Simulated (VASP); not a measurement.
# Rh (P6_3/mmc) in VASP: a series of runs

Runs on Rh. Level: PBEsol. Tasks: single point.

Program: VASP 6.6.1. These are calculated values, not measurements. Logs are shortened: lines on timing, memory, paths and dates and some standing lists are left out, and cuts for length are marked.

## Step 1: The cell of the first run

The structure is hexagonal, space group P6_3/mmc (No. 194). Conventional cell: a = 2.749 Å, b = 2.749 Å, c = 4.458 Å, α = 90.00°, β = 90.00°, γ = 120.00°. Within 3.6 Å of Rh (site symmetry -6m2) lie 12 Rh at 2.74 to 2.75 Å.

This isn't the form of Rh at room conditions, which is fcc.

## Step 2: Single point, PBEsol

File INCAR:

```
PREC     = Accurate       # precision mode
ENCUT    = 520            # plane-wave cutoff, eV
EDIFF    = 1E-6           # SCF threshold, eV
ISMEAR   = 0              # smearing method
SIGMA    = 0.15           # smearing width, eV
LREAL    = False          # projectors in reciprocal space
LASPH    = True           # aspherical terms in the spheres
NELM     = 100            # most SCF steps
ALGO     = Normal         # electronic algorithm
ISIF     = 2              # what is computed and relaxed
LWAVE    = False          # write WAVECAR
LCHARG   = False          # write CHGCAR
GGA      = PS             # functional
NBANDS   = 22             # bands
```

File KPOINTS:

```
regular mesh
0
Gamma
  12 12 7
```

File POSCAR:

```
Rh
1.0
    2.7490655210      0.0000000000      0.0000000000
   -1.3745327605      2.3807605820      0.0000000000
    0.0000000000      0.0000000000      4.4578175964
Rh
2
Direct
    0.6666666667      0.3333333333      0.7500000000
    0.3333333333      0.6666666667      0.2500000000
```

Potentials or basis: VASP PAW PBE potentials, release 64 (Rh_pv).

Launch:

```console
$ cat potpaw_PBE.64/Rh_pv/POTCAR > POTCAR
$ mpirun -np 1 vasp_std > vasp.out
```

OUTCAR:

```text
PREC = Accurate
   ENCUT = 520
   EDIFF = 1E-6
   ISMEAR = 0
   LREAL = False
   LASPH = True
   NELM = 100
   ISIF = 2
   GGA = PS

 ion  position               nearest neighbor table
   1  0.667  0.333  0.750-   2 2.74   2 2.74   2 2.74   2 2.74   2 2.74   2 2.74
   2  0.333  0.667  0.250-   1 2.74   1 2.74   1 2.74   1 2.74   1 2.74   1 2.74

  LATTYP: Found a hexagonal cell.
 ALAT       =     2.7490655210
 C/A-ratio  =     1.6215756090

  Lattice vectors:

 A1 = (   2.7490655210,   0.0000000000,   0.0000000000)
 A2 = (  -1.3745327605,   2.3807605820,   0.0000000000)
 A3 = (   0.0000000000,   0.0000000000,   4.4578175964)

Analysis of symmetry for initial positions (statically):
=====================================================================
 Subroutine PRICEL returns:
 Original cell was already a primitive cell.

 Routine SETGRP: Setting up the symmetry group for a
 hexagonal supercell.

 Subroutine GETGRP returns: Found 24 space group operations
 (whereof 12 operations were pure point group operations)
 out of a pool of 24 trial point group operations.

The static configuration has the point symmetry D_3d.
 The point group associated with its full space group is D_6h.

Analysis of symmetry for dynamics (positions and initial velocities):
=====================================================================
 Subroutine PRICEL returns:
 Original cell was already a primitive cell.

 Routine SETGRP: Setting up the symmetry group for a
 hexagonal supercell.

 Subroutine GETGRP returns: Found 24 space group operations
 (whereof 12 operations were pure point group operations)
 out of a pool of 24 trial point group operations.

The dynamic configuration has the point symmetry D_3d.
 The point group associated with its full space group is D_6h.

 Subroutine INISYM returns: Found 24 space group operations
 (whereof 12 operations are pure point group operations),
 and found     1 'primitive' translations

----------------------------------------------------------------------------------------

                                     Primitive cell

  volume of cell :      29.1758

  direct lattice vectors                    reciprocal lattice vectors
     2.749065521  0.000000000  0.000000000     0.363759973  0.210016918  0.000000000
    -1.374532760  2.380760582  0.000000000     0.000000000  0.420033836  0.000000000
     0.000000000  0.000000000  4.457817596     0.000000000  0.000000000  0.224325015

  length of vectors
     2.749065521  2.749065525  4.457817596     0.420033837  0.420033836  0.224325015

  position of ions in fractional coordinates (direct lattice)
     0.666666667  0.333333333  0.750000000
     0.333333333  0.666666667  0.250000000

  ion indices of the primitive-cell ions
   primitive index   ion index
                 1           1
                 2           2

----------------------------------------------------------------------------------------

 KPOINTS: regular mesh

Automatic generation of k-mesh.
 Grid dimensions read from file:
 generate k-points for:   12   12    7

 Generating k-lattice:

  Cartesian coordinates                     Fractional coordinates (reciprocal lattice)
     0.030313331  0.017501410  0.000000000     0.083333333  0.000000000  0.000000000
     0.000000000  0.035002820  0.000000000     0.000000000  0.083333333  0.000000000
     0.000000000  0.000000000  0.032046431     0.000000000  0.000000000  0.142857143

  Length of vectors
     0.035002820  0.035002820  0.032046431

  Shift w.r.t. Gamma in fractional coordinates (k-lattice)
     0.000000000  0.000000000  0.000000000

 Subroutine IBZKPT returns following result:
 ===========================================

 Found     76 irreducible k-points:

 Following reciprocal coordinates:
            Coordinates               Weight
  0.000000  0.000000  0.000000      1.000000
  0.083333  0.000000  0.000000      6.000000
  0.166667  0.000000  0.000000      6.000000
  0.250000  0.000000  0.000000      6.000000
  0.333333  0.000000  0.000000      6.000000
  0.416667  0.000000  0.000000      6.000000
[... 16 lines left out ...]
  0.250000  0.000000  0.142857     12.000000
  0.333333  0.000000  0.142857     12.000000
 [... further k-points ...]
   k-points           NKPTS =     76   k-points in BZ     NKDIM =     76   number of bands    NBANDS=     22
   number of dos      NEDOS =    301   number of ions     NIONS =      2
   total plane-waves  NPLWV =  14400
   dimension x,y,z NGX =    20 NGY =   20 NGZ =   36
   dimension x,y,z NGXF=    40 NGYF=   40 NGZF=   72
   ions per type =               2
   NGX,Y,Z   is equivalent  to a cutoff of  12.09, 12.09, 13.43 a.u.
   NGXF,Y,Z  is equivalent  to a cutoff of  24.19, 24.19, 26.85 a.u.
 SYSTEM =  unknown system
   PREC   = accura    normal or accurate (medium, high low for compatibility)
   ISTART =      0    job   : 0-new  1-cont  2-samecut
   ICHARG =      2    charge: 1-file 2-atom 10-const
   ISPIN  =      1    spin polarized calculation?
   LNONCOLLINEAR =      F non collinear calculations
   LSORBIT =      F    spin-orbit coupling
   LASPH  =      T    aspherical Exc in radial PAW
   ENCUT  =  520.0 eV  38.22 Ry    6.18 a.u.   5.11  5.11  8.29*2*pi/ulx,y,z
   NELM   =    100;   NELMIN=  2; NELMDL= -5     # of ELM steps
   EDIFF  = 0.1E-05   stopping-criterion for ELM
   LREAL  =      F    real-space projection
   EDIFFG = 0.1E-04   stopping-criterion for IOM
   NSW    =      0    number of steps for IOM
   IBRION =     -1    ionic relax: 0-MD 1-quasi-New 2-CG
   NFREE  =      0    steps in history (QN), initial steepest desc. (CG)
   ISIF   =      2    stress and relaxation
   ISYM   =      2    0-nonsym 1-usesym 2-fastsym
   POTIM  = 0.5000    time-step for ionic-motion
   TEBEG  =    0.0;   TEEND  =   0.0 temperature during run
   PSTRESS=    0.0 pullay stress
   NELECT =      30.0000    total number of electrons
   NUPDOWN=      -1.0000    fix difference up-down
   EMIN   =  10.00;   EMAX   =-10.00  energy-range for DOS
   EFERMI =   0.00;   METHOD = LEGACY
   ISMEAR =     0;   SIGMA  =   0.15  broadening in eV -4-tet -1-fermi 0-gaus
   EFERMI_NEDOS =   21; number of points for ismear=-14 and -15
   IALGO  =     38    algorithm
   IMIX   =      4    mixing-type and parameters
     AMIX     =   0.40;   BMIX     =  1.00
     AMIX_MAG =   1.60;   BMIX_MAG =  1.00
  volume/ion in A,a.u.               =      14.59        98.44
  Fermi-wavevector in a.u.,A,eV,Ry     =   1.652371  3.122528 37.148391  2.730330
  Thomas-Fermi vector in A             =   2.740991
   LORBIT       =      0    0 simple, 1 ext, 2 COOP (PROOUT), +10 PAW based schemes
   GGA     = PS    functional components
   LHFCALC =     F    Hartree Fock is set to
   AEXX    =    0.0000 exact exchange contribution
   IVDW    =     0    specifies the selected vdW correction
   LEPSILON=     F    determine dielectric tensor
   LRPA    =     F    only Hartree local field effects (RPA)
 non-spin polarized calculation
 Gauss-broadening in eV      SIGMA  =   0.15
  energy-cutoff  :      520.00
  volume of cell :       29.18
 maximum number of plane-waves:       795
   NGX = 11   NGY = 11   NGZ = 17

 number of electron      30.0000003 magnetization

 Free energy of the ion-electron system (eV)
  ---------------------------------------------------
  ext. energy  EPLUGINS =         0.00000000
  ---------------------------------------------------
  free energy    TOTEN  =       -16.09127896 eV

  energy without entropy =      -16.05134151  energy(sigma->0) =      -16.07131024

 E-fermi :  10.7903     XC(G=0): -13.8383

 val. band max:       10.7881047006   @ k =   0.3333   0.0833   0.0000
 cond. band min:      10.7928173155   @ k =   0.4167   0.1667   0.1429
 fundamental gap:      0.0047126149
 Fermi energy:        10.7903158277

 k-point     1 :       0.0000    0.0000    0.0000
  band No.  band energies     occupation
      1     -36.1370      2.00000
      2     -35.6004      2.00000
      3     -35.6004      2.00000
      4     -35.5275      2.00000
      5     -35.5130      2.00000
      6     -35.5130      2.00000
[... 14 lines left out ...]
     21      28.7403      0.00000
     22      29.3234      0.00000

 k-point     2 :       0.0833    0.0000    0.0000
  band No.  band energies     occupation
      1     -36.1239      2.00000
      2     -35.6303      2.00000
      3     -35.6101      2.00000
      4     -35.5441      2.00000
      5     -35.5330      2.00000
      6     -35.5179      2.00000
[... 14 lines left out ...]
     21      28.9982      0.00000
     22      29.3783      0.00000

 k-point     3 :       0.1667    0.0000    0.0000
  band No.  band energies     occupation
      1     -36.0864      2.00000
      2     -35.7120      2.00000
      3     -35.6359      2.00000
      4     -35.6277      2.00000
      5     -35.5494      2.00000
      6     -35.5318      2.00000
[... 14 lines left out ...]
     21      29.0264      0.00000
     22      29.2420      0.00000

 k-point     4 :       0.2500    0.0000    0.0000
  band No.  band energies     occupation
      1     -36.0301      2.00000
      2     -35.8240      2.00000
      3     -35.7393      2.00000
      4     -35.6701      2.00000
      5     -35.5770      2.00000
      6     -35.5517      2.00000
[... 14 lines left out ...]
     21      27.1635      0.00000
     22      27.8956      0.00000

 k-point     5 :       0.3333    0.0000    0.0000
  band No.  band energies     occupation
      1     -35.9639      2.00000
      2     -35.9362      2.00000
      3     -35.8480      2.00000
      4     -35.7034      2.00000
      5     -35.6143      2.00000
      6     -35.5724      2.00000
[... 14 lines left out ...]
     21      25.3286      0.00000
     22      26.4289      0.00000

 k-point     6 :       0.4167    0.0000    0.0000
  band No.  band energies     occupation
      1     -36.0183      2.00000
      2     -35.9259      2.00000
      3     -35.9025      2.00000
      4     -35.7273      2.00000
      5     -35.6545      2.00000
      6     -35.5878      2.00000
[... 14 lines left out ...]
     21      23.9962      0.00000
     22      25.2532      0.00000

 k-point     7 :       0.5000    0.0000    0.0000
  band No.  band energies     occupation
      1     -36.0484      2.00000
      2     -35.9541      2.00000
      3     -35.8737      2.00000
      4     -35.7359      2.00000
      5     -35.6756      2.00000
      6     -35.5935      2.00000
[... 324 lines left out ...]
      6     -35.5174      2.00000
[... 14 lines left out ...]
     21      28.8401      0.00000
     22      29.2483      0.00000

 k-point    21 :       0.0833    0.0000    0.1429
  band No.  band energies     occupation
      1     -36.0962      2.00000
      2     -35.6253      2.00000
      3     -35.6055      2.00000
      4     -35.5767      2.00000
      5     -35.5346      2.00000
      6     -35.5225      2.00000
[... 14 lines left out ...]
     21      28.9596      0.00000
     22      29.4157      0.00000

 k-point    22 :       0.1667    0.0000    0.1429
  band No.  band energies     occupation
      1     -36.0642      2.00000
      2     -35.7047      2.00000
      3     -35.6502      2.00000
      4     -35.6308      2.00000
      5     -35.5577      2.00000
      6     -35.5370      2.00000
[... 14 lines left out ...]
     21      28.5367      0.00000
     22      29.0514      0.00000

 k-point    23 :       0.2500    0.0000    0.1429
  band No.  band energies     occupation
      1     -36.0209      2.00000
      2     -35.8092      2.00000
      3     -35.7578      2.00000
      4     -35.6643      2.00000
      5     -35.5828      2.00000
      6     -35.5577      2.00000
[... 14 lines left out ...]
     21      27.4499      0.00000
     22      27.6228      0.00000

 k-point    24 :       0.3333    0.0000    0.1429
  band No.  band energies     occupation
      1     -36.0006      2.00000
      2     -35.8908      2.00000
      3     -35.8557      2.00000
      4     -35.6970      2.00000
      5     -35.6149      2.00000
      6     -35.5789      2.00000
[... 14 lines left out ...]
     21      25.6883      0.00000
     22      25.9954      0.00000

 [... further k-points ...]
[... 5 lines left out ...]
  --------------------------------------------------------------------------------------
  -------------------------------------------------------------------------------------
  Total       -3.1945800     -3.1945800     -3.3641743      0.0000000     -0.0000000      0.0000000
  in kB     -175.4289428   -175.4289434   -184.7421358      0.0000000     -0.0000000      0.0000000
  external PRESSURE =    -178.5333407 kB  Pullay stress =       0.0000000 kB

 VOLUME and BASIS-vectors are now :
 -----------------------------------------------------------------------------
  energy-cutoff  :      520.00
  volume of cell :       29.18
      direct lattice vectors                 reciprocal lattice vectors
     2.749065521  0.000000000  0.000000000     0.363759973  0.210016918  0.000000000
    -1.374532760  2.380760582  0.000000000     0.000000000  0.420033836  0.000000000
     0.000000000  0.000000000  4.457817596     0.000000000  0.000000000  0.224325015

 POSITION                                       TOTAL-FORCE (eV/Angst)
 -----------------------------------------------------------------------------------
      1.37453      0.79359      3.34336        -0.000000     -0.000000      0.000000
     -0.00000      1.58717      1.11445         0.000000      0.000000      0.000000
 -----------------------------------------------------------------------------------
    total drift:                               -0.000000      0.000000     -0.000000

  FREE ENERGIE OF THE ION-ELECTRON SYSTEM (eV)
  ---------------------------------------------------
  free  energy   TOTEN  =       -16.0912789631 eV

  energy  without entropy=      -16.0513415113  energy(sigma->0) =      -16.07131024
```

Run time: 55 s. Hardware: 1 thread of AMD EPYC 7R13, shared host; peak memory 0.13 GiB.

Results:

| Quantity | Value |
| --- | --- |
| Free energy | -16.0913 eV |
| Pressure | -17.9 GPa |
| Band gap on the k mesh | zero (bands 15 and 16 overlap by 2.20 eV) |

Stress tensor (GPa, compression positive):
```
-17.54   0.00   0.00
  0.00 -17.54   0.00
  0.00   0.00 -18.47
```

Levels at points of the mesh, in eV from the Fermi level:
```tsv
k point	band 12	band 13	band 14	band 15	band 16	band 17	band 18	band 19
(0.00, 0.00, 0.00)	-2.31	-2.31	-1.74	-1.74	0.12	0.12	0.69	7.96
(0.50, 0.00, 0.00)	-2.08	-2.01	0.39	0.56	0.67	2.83	4.81	9.83
```

Caveat: the cell stands under tension; the PAW data sets were made with another functional, which shifts forces and pressure a little.

## Step 3: Single point, PBEsol

This run uses another cell than the first one, of 14.87 Å³/atom.

File INCAR:

```
ALGO = Normal
EDIFF = 1E-7
ENCUT = 520
GGA = PS
ISIF = 2
ISMEAR = 0
LASPH = True
LCHARG = False
LREAL = False
LWAVE = False
NBANDS = 22
NELM = 100
PREC = Accurate
SIGMA = 0.15
```

File KPOINTS:

```
k-points
0
Gamma
  12 12 7
```

File POSCAR:

```
Rh
1.0
    2.7669170960      0.0000000000      0.0000000000
   -1.3834585480      2.3962204995      0.0000000000
    0.0000000000      0.0000000000      4.4867652751
Rh
2
Direct
    0.6666666667      0.3333333333      0.7500000000
    0.3333333333      0.6666666667      0.2500000000
```

Potentials or basis: VASP PAW PBE potentials, release 64 (Rh_pv).

Launch:

```console
$ cat potpaw_PBE.64/Rh_pv/POTCAR > POTCAR
$ mpirun -np 1 vasp_std > vasp.out
```

It took 85 s on 1 thread of AMD EPYC 7R13, shared host; peak memory 0.15 GiB.

The run converged. Its results:

- Free energy: -16.0215 eV
- Pressure: -21.4 GPa
- Band gap on the k mesh: zero (bands 15 and 16 overlap by 2.13 eV)

Stress tensor (GPa, compression positive):
```
-21.05   0.00   0.00
  0.00 -21.05   0.00
  0.00   0.00 -22.09
```

Levels at points of the mesh, in eV from the Fermi level:
```
           k point  band 13  band 14  band 15  band 16  band 17  band 18
(0.00, 0.00, 0.00)    -2.24    -1.69    -1.69     0.12     0.12     0.72
(0.50, 0.00, 0.00)    -1.95     0.38     0.54     0.65     2.77     4.71
```

Caveat: the cell stands under tension; the PAW data sets were made with another functional, which shifts forces and pressure a little.

## Step 4: Single point, PBEsol

This run uses another cell than the first one, of 15.16 Å³/atom.

File INCAR:

```
ALGO = Normal
EDIFF = 1E-6
ENCUT = 520
GGA = PS
ISIF = 2
ISMEAR = 0
LASPH = T
LCHARG = F
LREAL = F
LWAVE = F
NBANDS = 22
NELM = 80
PREC = Accurate
SIGMA = 0.15
```

KPOINTS is that of step 3.

File POSCAR:

```
Rh
1.0
    2.7845412470      0.0000000000      0.0000000000
   -1.3922706235      2.4114834620      0.0000000000
    0.0000000000      0.0000000000      4.5153441684
Rh
2
Direct
    0.6666666667      0.3333333333      0.7500000000
    0.3333333333      0.6666666667      0.2500000000
```

Launch:

```console
$ cat potpaw_PBE.64/Rh_pv/POTCAR > POTCAR
$ mpirun -np 1 vasp_std > vasp.out
```

Wall time 76 s (1 thread of AMD EPYC 7R13, shared host); peak memory 0.15 GiB.

The run converged. Its results:

```yaml
Free_energy: -15.9399 eV
Pressure: -24.5 GPa
Band_gap_on_the_k_mesh: zero (bands 15 and 16 overlap by 2.06 eV)
```

Stress tensor (GPa, compression positive):
```
-24.17   0.00   0.00
  0.00 -24.17   0.00
  0.00   0.00 -25.30
```

Levels at points of the mesh, in eV from the Fermi level:
```csv
k point,band 11,band 12,band 13,band 14,band 15,band 16,band 17,band 18,band 19,band 20
"(0.00, 0.00, 0.00)",-2.61,-2.17,-2.17,-1.63,-1.63,0.12,0.12,0.74,7.62,15.79
"(0.50, 0.00, 0.00)",-2.36,-1.96,-1.89,0.37,0.52,0.62,2.72,4.62,9.56,10.00
```

Caveat: the cell stands under tension; the PAW data sets were made with another functional, which shifts forces and pressure a little.

## Step 5: Overview

```csv
cell,gap on the mesh (eV),pressure (GPa)
"a = 2.749, b = 2.749, c = 4.458 Å, angles 90.0, 90.0, 120.0°, 2 atoms",none,-17.9
"a = 2.767, b = 2.767, c = 4.487 Å, angles 90.0, 90.0, 120.0°, 2 atoms",none,-21.4
"a = 2.785, b = 2.785, c = 4.515 Å, angles 90.0, 90.0, 120.0°, 2 atoms",none,-24.5
```

Alike in all rows: task single point; level PBEsol; potentials or basis VASP PAW PBE potentials, release 64 (Rh_pv); no spin polarisation; k mesh 12 × 12 × 7; cutoff (eV) 520; smearing gaussian 0.15 eV.

Caveats: the cell stands under tension; the PAW data sets were made with another functional, which shifts forces and pressure a little.

Total energies depend on the potentials used, so only differences within one code and one set of settings carry meaning.
